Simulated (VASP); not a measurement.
# AlB3As4 (P3m1) in VASP: further runs, part 2 of 2

VASP 6.6.1.

## Step 3: Single point, PBE

This run uses another cell than the first one, of 16.78 Å³/atom.

Contents of INCAR:

```
  PREC = Accurate
  ENCUT = 520
  EDIFF = 1E-7
  ISMEAR = 0
  SIGMA = 0.1
  LREAL = False
  LASPH = True
  NELM = 100
  ALGO = Normal
  ISIF = 2
  LWAVE = False
  LCHARG = False
  GGA = PE
  NBANDS = 26
```

Contents of KPOINTS:

```
Automatic mesh
0
Gamma
  6 6 2
```

Contents of POSCAR:

```
AlB3As4
1.0
    3.6130092600      0.0000000000      0.0000000000
   -1.8065046300      3.1289578000      0.0000000000
    0.0000000000      0.0000000000     11.8757273100
Al B As
1 3 4
Direct
    0.3333333300      0.6666666700      0.0003415000
    0.3333333300      0.6666666700      0.5003415000
    0.6666666700      0.3333333300      0.2503415000
    0.6666666700      0.3333333300      0.7503415000
    0.3333333300      0.6666666700      0.1876585000
    0.3333333300      0.6666666700      0.6876585000
    0.6666666700      0.3333333300      0.4376585000
    0.6666666700      0.3333333300      0.9376585000
```

Potentials or basis: VASP PAW PBE potentials, release 64 (Al, B, As).

On the command line:

```bash
$ cat potpaw_PBE.64/Al/POTCAR potpaw_PBE.64/B/POTCAR potpaw_PBE.64/As/POTCAR > POTCAR
$ mpirun -np 1 vasp_std > vasp.out
```

OUTCAR:

```text
PREC = Accurate
   ENCUT = 520
   EDIFF = 1E-7
   ISMEAR = 0
   LREAL = False
   LASPH = True
   NELM = 100
   ISIF = 2
   GGA = PE

 ion  position               nearest neighbor table
   1  0.333  0.667  0.000-   8 2.21   8 2.21   8 2.21   5 2.22
   2  0.333  0.667  0.500-   7 2.21   7 2.21   7 2.21   6 2.22
   3  0.667  0.333  0.250-   5 2.21   5 2.21   5 2.21   7 2.22
   4  0.667  0.333  0.750-   6 2.21   6 2.21   6 2.21   8 2.22
[... 609 lines left out ...]
  -------------------------------------------------------------------------------------
  Total       -0.6147095     -0.6147095      0.5353792      0.0000000      0.0000000      0.0000000
  in kB       -7.3358675     -7.3358675      6.3891501      0.0000000      0.0000000      0.0000000
  external PRESSURE =      -2.7608616 kB  Pullay stress =       0.0000000 kB

 VOLUME and BASIS-vectors are now :
 -----------------------------------------------------------------------------
  energy-cutoff  :      520.00
  volume of cell :      134.25
      direct lattice vectors                 reciprocal lattice vectors
     3.613009260  0.000000000  0.000000000     0.276777591  0.159797617  0.000000000
    -1.806504630  3.128957800  0.000000000     0.000000000  0.319595234  0.000000000
     0.000000000  0.000000000 11.875727310     0.000000000  0.000000000  0.084205369

 POSITION                                       TOTAL-FORCE (eV/Angst)
 -----------------------------------------------------------------------------------
     -0.00000      2.08597      0.00406        -0.000000      0.000000     -0.430866
     -0.00000      2.08597      5.94192        -0.000000      0.000000     -0.061992
      1.80650      1.04299      2.97299        -0.000000     -0.000000      0.376342
      1.80650      1.04299      8.91085         0.000000      0.000000     -0.200141
     -0.00000      2.08597      2.22858        -0.000000      0.000000      3.968024
     -0.00000      2.08597      8.16644         0.000000      0.000000     -0.024555
      1.80650      1.04299      5.19751        -0.000000     -0.000000      0.085185
      1.80650      1.04299     11.13538        -0.000000     -0.000000     -3.711997
 -----------------------------------------------------------------------------------
    total drift:                               -0.000002      0.000001      0.000591

  FREE ENERGIE OF THE ION-ELECTRON SYSTEM (eV)
  ---------------------------------------------------
  free  energy   TOTEN  =       -40.8527246142 eV

  energy  without entropy=      -40.8527246142  energy(sigma->0) =      -40.85272461
```

stdout:

```text
POSCAR found type information on POSCAR AlB As
 POSCAR found :  3 types and       8 ions
 scaLAPACK will be used
 LDA part: xc-table for (Slater+PW92), standard interpolation
 POSCAR, INCAR and KPOINTS ok, starting setup
 FFT: planning ... GRIDC
 FFT: planning ... GRID_SOFT
 FFT: planning ... GRID
 WAVECAR not read
 entering main loop
```

Run time: 46 s. Hardware: 1 thread of AMD EPYC 9R45 (Zen 5), shared host; peak memory 0.23 GiB.

What came out:

* Free energy: -40.8527 eV
* Pressure: -0.3 GPa
* Largest force: 3.968 eV/Å
* Band gap on the k mesh: 1.03 eV (least direct gap 1.22 eV)

Forces on the atoms (eV/Å):
```
Al   0.000  0.000 -0.431
B    0.000  0.000 -0.062
B    0.000  0.000  0.376
B    0.000  0.000 -0.200
As   0.000  0.000  3.968
As   0.000  0.000 -0.025
As   0.000  0.000  0.085
As   0.000  0.000 -3.712
```

Stress tensor (GPa, compression positive):
```
-0.73  0.00  0.00
 0.00 -0.73  0.00
 0.00  0.00  0.64
```

Levels at points of the mesh, in eV from the valence-band top:
```csv
k point,band 13,band 14,band 15,band 16,band 17,band 18,band 19,band 20
"(0.00, 0.00, 0.00)",-0.90,-0.30,0.00,0.00,1.22,1.76,2.02,2.70
"(0.50, 0.00, 0.00)",-2.77,-2.59,-2.55,-1.55,1.08,1.26,1.77,2.46
"(0.00, 0.00, 0.50)",-0.51,-0.51,-0.21,-0.21,1.33,1.57,2.53,2.83
"(0.50, 0.00, 0.50)",-2.55,-2.50,-2.08,-1.81,1.03,1.41,1.57,2.38
```

Caveat: forces of over 1 eV/Å act on the atoms, so gaps and moduli don't describe the material at rest. A k mesh can miss the band edges.

## Step 4: Relaxation of cell and atoms, PBE

This run uses another cell than the first one, of 16.78 Å³/atom.

Contents of INCAR:

```
SYSTEM = AlB3As4
  ALGO = Normal
  EDIFF = 1E-7
  EDIFFG = -0.04
  ENCUT = 600
  GGA = PE
  IBRION = 2
  ISIF = 3
  ISMEAR = 0
  LASPH = .TRUE.
  LCHARG = .FALSE.
  LREAL = .FALSE.
  LWAVE = .FALSE.
  NELM = 80
  NSW = 90
  PREC = Accurate
  SIGMA = 0.1
```

Contents of KPOINTS:

```
k-points
0
G
  6 6 2
  0 0 0
```

POSCAR is that of step 3.

On the command line:

```bash
$ cat potpaw_PBE.64/Al/POTCAR potpaw_PBE.64/B/POTCAR potpaw_PBE.64/As/POTCAR > POTCAR
$ mpirun -np 1 vasp_std > vasp.out
```

Run time: 4.5 min. Hardware: 1 thread of AMD EPYC 9R45 (Zen 5), shared host; peak memory 0.28 GiB.

The run converged. Its results:

| Quantity | Value |
| --- | --- |
| Free energy | -42.1211 eV |
| Relaxed volume | 16.12 Å³/atom |
| Relaxed cell | a = 3.527 Å, b = 3.527 Å, c = 11.970 Å, α = 90.00°, β = 90.00°, γ = 120.00° |
| Space group after relaxing (to 0.1 Å) | P3m1 (No. 156) |
| Energy gained by relaxing | 158.3 meV/atom |
| Ionic steps | 12 |
| Pressure after relaxing | 0.0 GPa |
| Largest force after relaxing | 0.032 eV/Å |

Forces in eV/Å, atoms in the order of the input:
```
Al   0.000  0.000 -0.002
B    0.000  0.000  0.032
B    0.000  0.000  0.014
B    0.000  0.000 -0.005
As   0.000  0.000 -0.003
As   0.000  0.000 -0.031
As   0.000  0.000  0.009
As   0.000  0.000 -0.015
```

Step by step:
```
step  energy change (eV)  largest force (eV/Å)  pressure (GPa)  volume (Å³)
   1              0.0000                3.9685           -0.28       134.25
   2             -0.8091                1.3838           -1.86       133.68
   3             -0.8288                1.5521           -1.91       133.57
   4             -1.1149                1.1142            0.20       129.45
   5             -1.1466                1.1382            1.25       127.70
   6             -1.2406                0.5068            0.37       128.29
   7             -1.2486                0.4282            0.49       128.16
   8             -1.2633                0.1856           -0.30       129.22
   9             -1.2635                0.1535           -0.23       129.11
  10             -1.2661                0.0488            0.08       128.79
  11             -1.2661                0.0489            0.09       128.78
  12             -1.2664                0.0321           -0.04       128.93
```

Final structure:
```
CELL_PARAMETERS angstrom
3.52668 0.00000 0.00000
-1.76334 3.05420 0.00000
0.00000 0.00000 11.96983
ATOMIC_POSITIONS crystal
Al 0.33333 0.66667 0.00407
B 0.33333 0.66667 0.50161
B 0.66667 0.33333 0.26849
B 0.66667 0.33333 0.73433
As 0.33333 0.66667 0.21166
As 0.33333 0.66667 0.67808
As 0.66667 0.33333 0.44475
As 0.66667 0.33333 0.90900
```

Levels at points of the mesh, in eV from the Fermi level:
| k point | band 14 | band 15 | band 16 | band 17 | band 18 | band 19 |
| --- | --- | --- | --- | --- | --- | --- |
| (0.00, 0.00, 0.00) | -1.40 | 0.01 | 0.01 | 0.40 | 1.06 | 1.19 |
| (0.50, 0.00, 0.00) | -3.53 | -3.32 | -1.71 | 0.15 | 0.31 | 0.82 |
| (0.00, 0.00, 0.50) | -1.48 | -0.04 | -0.04 | 0.41 | 1.07 | 1.77 |
| (0.50, 0.00, 0.50) | -3.52 | -3.24 | -1.77 | 0.21 | 0.39 | 0.67 |

## Step 5: Summary

```tsv
task	cell	cutoff (eV)	pressure (GPa)	largest force (eV/Å)
single point	a = 3.520, b = 3.520, c = 11.960 Å, angles 90.0, 90.0, 120.0°, 8 atoms, atomic positions A	520	0.4	0.04
single point	a = 3.613, b = 3.613, c = 11.876 Å, angles 90.0, 90.0, 120.0°, 8 atoms, atomic positions B	520	-0.3	3.97
relaxation of cell and atoms	relaxed from a = 3.613, b = 3.613, c = 11.876 Å, angles 90.0, 90.0, 120.0°, 8 atoms, atomic positions B	600	0.0	0.03
```

Alike in all rows: level PBE; potentials or basis VASP PAW PBE potentials, release 64 (Al, B, As); no spin polarisation; k mesh 6 × 6 × 2; smearing gaussian 0.1 eV.

Caveats: forces of over 1 eV/Å act on the atoms, so gaps and moduli don't describe the material at rest (at least some runs).

Total energies depend on the potentials used, so only differences within one code and one set of settings carry meaning.
